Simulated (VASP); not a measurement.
# SiC (P6_3mc) in VASP: a series of runs

SiC is run at these levels: PBEsol; tasks: single point, relaxation of cell and atoms, relaxation of shape and atoms at fixed volume.

Everything below comes from runs of VASP 6.6.1. Logs are shortened: lines on timing, memory, paths and dates and some standing lists are left out, and cuts for length are marked.

**1. The cell of the first run**

It takes space group P6_3mc (No. 186, hexagonal). Conventional cell: a = 3.076 Å, b = 3.076 Å, c = 5.048 Å, α = 90.00°, β = 90.00°, γ = 120.00°. Si (site symmetry 3m) has 4 C at 1.87 to 1.94 Å within 2.5 Å. Within 2.5 Å of C (site symmetry 3m) lie 4 Si at 1.87 to 1.94 Å.

**2. Single point, PBEsol**

Input file INCAR:

```
PREC = Accurate
ENCUT = 520
EDIFF = 1E-6
ISMEAR = 0
SIGMA = 0.1
LREAL = F
LASPH = T
NELM = 100
ALGO = Normal
ISIF = 2
LWAVE = F
LCHARG = T
GGA = PS
LELF = T
LVHAR = T
NBANDS = 16
```

Input file KPOINTS:

```
regular mesh
0
Gamma
  6 6 4
```

Input file POSCAR:

```
SiC
1.0
    3.0759982064      0.0000000000      0.0000000000
   -1.5379991032      2.6638925888      0.0000000000
    0.0000000000      0.0000000000      5.0480000000
Si C
2 2
Direct
    0.3333333333      0.6666666667      0.0000000000
    0.6666666667      0.3333333333      0.5000000000
    0.3333333333      0.6666666667      0.3850000000
    0.6666666667      0.3333333333      0.8850000000
```

Potentials or basis: VASP PAW PBE potentials, release 64 (Si, C).

The run is started by

```bash
$ cat potpaw_PBE.64/Si/POTCAR potpaw_PBE.64/C/POTCAR > POTCAR
$ mpirun -np 1 vasp_std > vasp.out
```

OUTCAR:

```text
PREC = Accurate
   ENCUT = 520
   EDIFF = 1E-6
   ISMEAR = 0
   LREAL = F
   LASPH = T
   NELM = 100
   ISIF = 2
   GGA = PS

 ion  position               nearest neighbor table
   1  0.333  0.667  0.000-   4 1.87   4 1.87   4 1.87   3 1.94   2 3.09   2 3.09   2 3.09   2 3.09
                             2 3.09   2 3.09
   2  0.667  0.333  0.500-   3 1.87   3 1.87   3 1.87   4 1.94   1 3.09   1 3.09   1 3.09   1 3.09
                             1 3.09   1 3.09
   3  0.333  0.667  0.385-   2 1.87   2 1.87   2 1.87   1 1.94
   4  0.667  0.333  0.885-   1 1.87   1 1.87   1 1.87   2 1.94

  LATTYP: Found a hexagonal cell.
 ALAT       =     3.0759982064
 C/A-ratio  =     1.6410932846

  Lattice vectors:

 A1 = (   3.0759982064,   0.0000000000,   0.0000000000)
 A2 = (  -1.5379991032,   2.6638925888,   0.0000000000)
 A3 = (   0.0000000000,   0.0000000000,   5.0480000000)

Analysis of symmetry for initial positions (statically):
=====================================================================
 Subroutine PRICEL returns:
 Original cell was already a primitive cell.

 Routine SETGRP: Setting up the symmetry group for a
 hexagonal supercell.

 Subroutine GETGRP returns: Found 12 space group operations
 (whereof  6 operations were pure point group operations)
 out of a pool of 24 trial point group operations.

The static configuration has the point symmetry C_3v.
 The point group associated with its full space group is C_6v.

Analysis of symmetry for dynamics (positions and initial velocities):
=====================================================================
 Subroutine PRICEL returns:
 Original cell was already a primitive cell.

 Routine SETGRP: Setting up the symmetry group for a
 hexagonal supercell.

 Subroutine GETGRP returns: Found 12 space group operations
 (whereof  6 operations were pure point group operations)
 out of a pool of 24 trial point group operations.

The dynamic configuration has the point symmetry C_3v.
 The point group associated with its full space group is C_6v.

 Subroutine INISYM returns: Found 12 space group operations
 (whereof  6 operations are pure point group operations),
 and found     1 'primitive' translations

[... 93 lines left out ...]
   NELM   =    100;   NELMIN=  2; NELMDL= -5     # of ELM steps
   EDIFF  = 0.1E-05   stopping-criterion for ELM
   LREAL  =      F    real-space projection
   EDIFFG = 0.1E-04   stopping-criterion for IOM
   NSW    =      0    number of steps for IOM
   IBRION =     -1    ionic relax: 0-MD 1-quasi-New 2-CG
   NFREE  =      0    steps in history (QN), initial steepest desc. (CG)
   ISIF   =      2    stress and relaxation
   ISYM   =      2    0-nonsym 1-usesym 2-fastsym
   POTIM  = 0.5000    time-step for ionic-motion
   TEBEG  =    0.0;   TEEND  =   0.0 temperature during run
   PSTRESS=    0.0 pullay stress
   NELECT =      16.0000    total number of electrons
   NUPDOWN=      -1.0000    fix difference up-down
   EMIN   =  10.00;   EMAX   =-10.00  energy-range for DOS
   EFERMI =   0.00;   METHOD = LEGACY
   ISMEAR =     0;   SIGMA  =   0.10  broadening in eV -4-tet -1-fermi 0-gaus
   EFERMI_NEDOS =   21; number of points for ismear=-14 and -15
   IALGO  =     38    algorithm
   IMIX   =      4    mixing-type and parameters
     AMIX     =   0.40;   BMIX     =  1.00
     AMIX_MAG =   1.60;   BMIX_MAG =  1.00
  volume/ion in A,a.u.               =      10.34        69.78
  Fermi-wavevector in a.u.,A,eV,Ry     =   1.192818  2.254099 19.358564  1.422814
  Thomas-Fermi vector in A             =   2.328847
   LORBIT       =      0    0 simple, 1 ext, 2 COOP (PROOUT), +10 PAW based schemes
   GGA     = PS    functional components
   LHFCALC =     F    Hartree Fock is set to
   AEXX    =    0.0000 exact exchange contribution
   IVDW    =     0    specifies the selected vdW correction
   LEPSILON=     F    determine dielectric tensor
   LRPA    =     F    only Hartree local field effects (RPA)
 non-spin polarized calculation
 Gauss-broadening in eV      SIGMA  =   0.10
  energy-cutoff  :      520.00
  volume of cell :       41.36
 maximum number of plane-waves:      1132
 NGX is ok and might be reduce to    24
   NGX = 11   NGY = 11   NGZ = 19

 number of electron      16.0000000 magnetization

 Free energy of the ion-electron system (eV)
  ---------------------------------------------------
  ext. energy  EPLUGINS =         0.00000000
  ---------------------------------------------------
  free energy    TOTEN  =       -31.77568378 eV

  energy without entropy =      -31.77568378  energy(sigma->0) =      -31.77568378

 E-fermi :   8.8096     XC(G=0): -11.4969

 val. band max:        8.3584158165   @ k =   0.0000   0.0000   0.0000
 cond. band min:      10.5159797505   @ k =   0.3333   0.3333   0.0000
 fundamental gap:      2.1575639340
 Fermi energy:         8.8095663466

 k-point     1 :       0.0000    0.0000    0.0000
  band No.  band energies     occupation
      1      -7.3847      2.00000
      2      -3.8443      2.00000
      3      -0.4009      2.00000
      4       6.8014      2.00000
      5       6.8014      2.00000
      6       8.0879      2.00000
[... 376 lines left out ...]
      3       0.3907      2.00000
      4       0.3907      2.00000
      5       2.4336      2.00000
      6       2.4336      2.00000
[... 8 lines left out ...]
     15      19.6433      0.00000
     16      19.6433      0.00000

------------------------ aborting loop because EDIFF is reached ----------------------------------------

  FORCE on cell =-STRESS in cart. coord.  units (eV):
  Direction    XX          YY          ZZ          XY          YZ          ZX
  --------------------------------------------------------------------------------------
  -------------------------------------------------------------------------------------
  Total        0.5962669      0.5962669     -0.7202762      0.0000000      0.0000000     -0.0000000
  in kB       23.0955962     23.0955962    -27.8989280      0.0000000      0.0000000     -0.0000000
  external PRESSURE =       6.0974215 kB  Pullay stress =       0.0000000 kB

 VOLUME and BASIS-vectors are now :
 -----------------------------------------------------------------------------
  energy-cutoff  :      520.00
  volume of cell :       41.36
      direct lattice vectors                 reciprocal lattice vectors
     3.075998206  0.000000000  0.000000000     0.325097719  0.187695255  0.000000000
    -1.537999103  2.663892589  0.000000000     0.000000000  0.375390511  0.000000000
     0.000000000  0.000000000  5.048000000     0.000000000  0.000000000  0.198098257

 POSITION                                       TOTAL-FORCE (eV/Angst)
 -----------------------------------------------------------------------------------
     -0.00000      1.77593      0.00000        -0.000000      0.000000      0.743052
      1.53800      0.88796      2.52400         0.000000      0.000000      0.743052
     -0.00000      1.77593      1.94348         0.000000     -0.000000     -0.743052
      1.53800      0.88796      4.46748        -0.000000      0.000000     -0.743052
 -----------------------------------------------------------------------------------
    total drift:                                0.000000      0.000000     -0.000298

  FREE ENERGIE OF THE ION-ELECTRON SYSTEM (eV)
  ---------------------------------------------------
  free  energy   TOTEN  =       -31.7756837786 eV

  energy  without entropy=      -31.7756837786  energy(sigma->0) =      -31.77568378
```

stdout:

```text
POSCAR found type information on POSCAR SiC
 POSCAR found :  2 types and       4 ions
 scaLAPACK will be used
 -----------------------------------------------------------------------------
|                                                                             |
|                                                                             |
|     You enforced a specific xc type in the INCAR file but a different       |
|     I HOPE YOU KNOW WHAT YOU ARE DOING!                                     |
|                                                                             |
 -----------------------------------------------------------------------------

 LDA part: xc-table for (Slater+PW92), standard interpolation
 POSCAR, INCAR and KPOINTS ok, starting setup
 FFT: planning ... GRIDC
 FFT: planning ... GRID_SOFT
 FFT: planning ... GRID
 WAVECAR not read
 entering main loop
```

Run time: 19 s. Hardware: 1 thread of AMD EPYC 7R43 (Zen 3), shared host; peak memory 0.12 GiB.

Results:

```
Free energy            : -31.7757 eV
Pressure               : 0.6 GPa
Largest force          : 0.743 eV/Å
Band gap on the k mesh : 2.16 eV, indirect (least direct gap 3.95 eV)
```

Forces on the atoms (eV/Å):
```
Si   0.000  0.000  0.743
Si   0.000  0.000  0.743
C    0.000  0.000 -0.743
C    0.000  0.000 -0.743
```

Stress tensor (GPa, compression positive):
```
 2.31  0.00  0.00
 0.00  2.31  0.00
 0.00  0.00 -2.79
```

Levels at points of the mesh, in eV from the valence-band top:
| k point | band 4 | band 5 | band 6 | band 7 | band 8 | band 9 | band 10 | band 11 | band 12 | band 13 |
| --- | --- | --- | --- | --- | --- | --- | --- | --- | --- | --- |
| (0.00, 0.00, 0.00) | -1.56 | -1.56 | -0.27 | -0.27 | 0.00 | 4.57 | 5.97 | 6.43 | 6.43 | 7.49 |
| (0.50, 0.00, 0.00) | -6.57 | -5.47 | -3.56 | -3.32 | -1.49 | 2.47 | 4.10 | 6.66 | 7.12 | 9.64 |
| (0.00, 0.00, 0.50) | -4.48 | -0.96 | -0.96 | -0.96 | -0.96 | 5.65 | 5.65 | 7.09 | 7.09 | 7.09 |
| (0.50, 0.00, 0.50) | -8.50 | -2.70 | -2.70 | -2.35 | -2.35 | 3.05 | 3.05 | 4.90 | 4.90 | 10.31 |

Caveat: the PAW data sets were made with another functional, which shifts forces and pressure a little.

**3. Relaxation of cell and atoms, PBEsol**

Input file INCAR:

```
SYSTEM = SiC
PREC = Accurate ; ENCUT = 600
EDIFF = 1E-6 ; ISMEAR = 0
SIGMA = 0.1 ; LREAL = .FALSE.
LASPH = .TRUE. ; NELM = 80
ALGO = Normal ; ISIF = 3
LWAVE = .FALSE. ; LCHARG = .FALSE.
GGA = PS ; IBRION = 2
NSW = 100 ; EDIFFG = -0.05
```

Input file KPOINTS:

```
regular mesh
0
G
  6 6 4
  0 0 0
```

POSCAR is that of step 2.

Potentials or basis: VASP PAW PBE potentials, release 64 (Si, C).

The run is started by

```bash
$ cat potpaw_PBE.64/Si/POTCAR potpaw_PBE.64/C/POTCAR > POTCAR
$ mpirun -np 1 vasp_std > vasp.out
```

Wall time 48 s (1 thread of AMD EPYC 7R43 (Zen 3), shared host); peak memory 0.13 GiB.

Results (log left out):

- Free energy: -31.8133 eV
- Relaxed volume: 10.34 Å³/atom
- Relaxed cell: a = 3.075 Å, b = 3.075 Å, c = 5.049 Å, α = 90.00°, β = 90.00°, γ = 120.00°
- Space group after relaxing (to 0.05 Å): P6_3mc (No. 186)
- Energy gained by relaxing: 8.8 meV/atom
- Ionic steps: 4
- Pressure after relaxing: 0.3 GPa
- Largest force after relaxing: 0.015 eV/Å
- Band gap on the k mesh: 2.10 eV, indirect (least direct gap 3.85 eV)

Forces in eV/Å, atoms in the order of the input:
```
Si   0.000  0.000 -0.015
Si   0.000  0.000 -0.015
C    0.000  0.000  0.015
C    0.000  0.000  0.015
```

Stress tensor (GPa, compression positive):
```
0.39 0.00 0.00
0.00 0.39 0.00
0.00 0.00 0.05
```

Step by step:
```csv
step,energy change (eV),largest force (eV/Å),pressure (GPa),volume (Å³)
1,0.0000,0.7428,0.48,41.36
2,-0.0021,0.6778,-0.52,41.55
3,-0.0324,0.0722,-0.33,41.46
4,-0.0353,0.0145,0.27,41.35
```

Final structure:
```
Si C
1.0
     3.07531    0.00000    0.00000
    -1.53766    2.66330    0.00000
     0.00000    0.00000    5.04875
Si C
2 2
Direct
  0.33333 0.66667 0.00466
  0.66667 0.33333 0.50466
  0.33333 0.66667 0.38034
  0.66667 0.33333 0.88034
```

Levels at points of the mesh, in eV from the valence-band top:
```tsv
k point	band 4	band 5	band 6	band 7	band 8	band 9	band 10	band 11	band 12
(0.00, 0.00, 0.00)	-1.32	-1.32	-0.12	0.00	0.00	4.74	6.15	6.59	6.59
(0.50, 0.00, 0.00)	-6.32	-5.48	-3.35	-3.34	-1.20	2.65	4.11	6.80	7.04
(0.00, 0.00, 0.50)	-4.47	-0.71	-0.71	-0.71	-0.71	5.83	5.83	7.27	7.27
(0.50, 0.00, 0.50)	-8.32	-2.46	-2.46	-2.35	-2.35	3.17	3.17	5.15	5.15
```

Caveat: the PAW data sets were made with another functional, which shifts forces and pressure a little; the relaxation stopped at a loose force limit of 0.05 eV/Å, so its end isn't a converged minimum.

**4. Relaxation of shape and atoms at fixed volume, PBEsol (volume scaled by 1.03)**

Input file INCAR:

```
SYSTEM = SiC
  ALGO = Normal
  EDIFF = 1E-7
  EDIFFG = -0.01
  ENCUT = 600
  GGA = PS
  IBRION = 2
  ISIF = 4
  ISMEAR = 0
  LASPH = .True.
  LCHARG = .False.
  LREAL = .False.
  LWAVE = .False.
  NELM = 80
  NSW = 50
  PREC = Accurate
  SIGMA = 0.02
```

Input file KPOINTS:

```
k-points
0
Gamma
  12 12 6
  0 0 0
```

Input file POSCAR:

```
SiC
1.0
    3.1062611125      0.0000000000      0.0000000000
   -1.5531305563      2.6901010342      0.0000000000
    0.0000000000      0.0000000000      5.0976918572
Si C
2 2
Direct
    0.3333333333      0.6666666667      0.0045849533
    0.6666666667      0.3333333333      0.5045849533
    0.3333333333      0.6666666667      0.3804150467
    0.6666666667      0.3333333333      0.8804150467
```

The run is started by

```bash
$ cat potpaw_PBE.64/Si/POTCAR potpaw_PBE.64/C/POTCAR > POTCAR
$ mpirun -np 1 vasp_std > vasp.out
```

Run time: 41 s. Hardware: 1 thread of Intel Xeon Platinum 8259CL at 2.50GHz (Skylake/Cascade Lake), shared host; peak memory 0.19 GiB.

The run converged. Its results:

- Free energy: -31.8028 eV
- Pressure after relaxing: -6.0 GPa
- Band gap on the k mesh: 2.17 eV, indirect (least direct gap 3.79 eV)

Forces in eV/Å, atoms in the order of the input:
```
Si   0.000  0.000 -0.003
Si   0.000  0.000 -0.003
C    0.000  0.000  0.003
C    0.000  0.000  0.003
```

Stress tensor (GPa, compression positive):
```
-6.02  0.00  0.00
 0.00 -6.02  0.00
 0.00  0.00 -5.91
```

Final structure:
```xyz
4
Lattice="3.1063 0.0000 0.0000 -1.5531 2.6901 0.0000 0.0000 0.0000 5.0977" Properties=species:S:1:pos:R:3 pbc="T T T"
Si    0.0000    1.7934    0.0234
Si    1.5531    0.8967    2.5722
C     0.0000    1.7934    1.9392
C     1.5531    0.8967    4.4881
```

Levels at points of the mesh, in eV from the valence-band top:
```tsv
k point	band 4	band 5	band 6	band 7	band 8	band 9	band 10	band 11	band 12
(0.00, 0.00, 0.00)	-1.31	-1.31	-0.11	0.00	0.00	4.50	5.84	6.42	6.42
(0.50, 0.00, 0.00)	-6.24	-5.37	-3.28	-3.26	-1.19	2.61	4.09	6.57	6.93
(0.00, 0.00, 0.50)	-4.41	-0.71	-0.71	-0.71	-0.71	5.58	5.58	7.12	7.12
(0.50, 0.00, 0.50)	-8.18	-2.42	-2.42	-2.31	-2.31	3.11	3.11	5.04	5.04
```

Caveat: the cell differs from its parent crystal (volume scaled by 1.03); the relaxation stopped at its first step, so nothing moved; the PAW data sets were made with another functional, which shifts forces and pressure a little.

[end of part 1 of 3]
